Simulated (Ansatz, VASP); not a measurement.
**Two plane-wave programs on Pb2Se**

```
CELL_PARAMETERS angstrom
6.40625 0.00000 0.00000
0.00000 6.40625 0.00000
0.00000 0.00000 6.40625
ATOMIC_POSITIONS crystal
Pb 0.25000 0.25000 0.25000
Pb 0.75000 0.75000 0.25000
Pb 0.25000 0.75000 0.75000
Pb 0.75000 0.25000 0.75000
Se 0.00000 0.00000 0.00000
Se 0.50000 0.50000 0.50000
```

Alike in both runs: functional PBEsol; k mesh 4 × 4 × 4; occupations gaussian, width 0.1 eV; no spin polarisation.

Ansatz relaxed the structure, and its values are those at the end. VASP's run is a single point on that final structure, the one shown.

|  | VASP | Ansatz |
| --- | --- | --- |
| version | VASP 6.6.1 | Ansatz 0.2.0 |
| potentials or method | VASP PAW PBE potentials, release 64 (Pb_d, Se), cutoff 520 eV | scalar-relativistic, plane waves, PAW |
| valence electrons in the cell | 68 | 88 |

|  | VASP | Ansatz | Ansatz less VASP |
| --- | --- | --- | --- |
| gap on the k mesh at the Fermi level (eV) | none | none | - |
| pressure (GPa) | 0.1 | 0.1 | +0.01 |

VASP's potentials were made for PBE, not for PBEsol. A gap of «none» marks a metal or a gap that the smearing closes. The functional is the same, so the differences come from potentials, cutoffs and numerics. VASP's potentials hold 68 valence electrons a cell and Ansatz's 88, so a difference there can come from the potentials and not from the codes.

Neither program's run includes spin-orbit coupling.
